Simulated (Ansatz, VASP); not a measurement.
**BaSiGe: VASP beside Ansatz**

```
CELL_PARAMETERS angstrom
4.65713 0.00000 0.00000
0.00000 4.65713 0.00000
0.00000 0.00000 40.04903
ATOMIC_POSITIONS crystal
Ba 0.00000 0.00000 0.21634
Ba 0.50000 0.50000 0.35796
Si 0.50000 0.50000 0.21784
Si 0.00000 0.00000 0.35646
Ge 0.50000 0.50000 0.27434
Ge 0.00000 0.00000 0.29995
```

Alike in both runs: functional PBE; dispersion D3(BJ); k mesh 8 × 8 × 1; occupations gaussian, width 0.1 eV; no spin polarisation.

Ansatz relaxed the structure, and its values are those at the end. VASP's run is a single point on that final structure, the one shown.

|  | VASP | Ansatz |
| --- | --- | --- |
| version | VASP 6.6.1 | Ansatz 0.2.0 |
| potentials or method | VASP PAW PBE potentials, release 64 (Ba_sv, Si, Ge_d), cutoff 520 eV | scalar-relativistic, plane waves, PAW |
| valence electrons in the cell | 56 | 56 |

|  | VASP | Ansatz | Ansatz less VASP |
| --- | --- | --- | --- |
| gap on the k mesh at the Fermi level (eV) | none | none | - |
| rms of the force components (eV/Å) | 0.007 | 0.001 | -0.0054 |

A gap of «none» marks a metal or a gap that the smearing closes. Ansatz's warnings: dispersion switch in reach.

Spin-orbit coupling is off throughout.
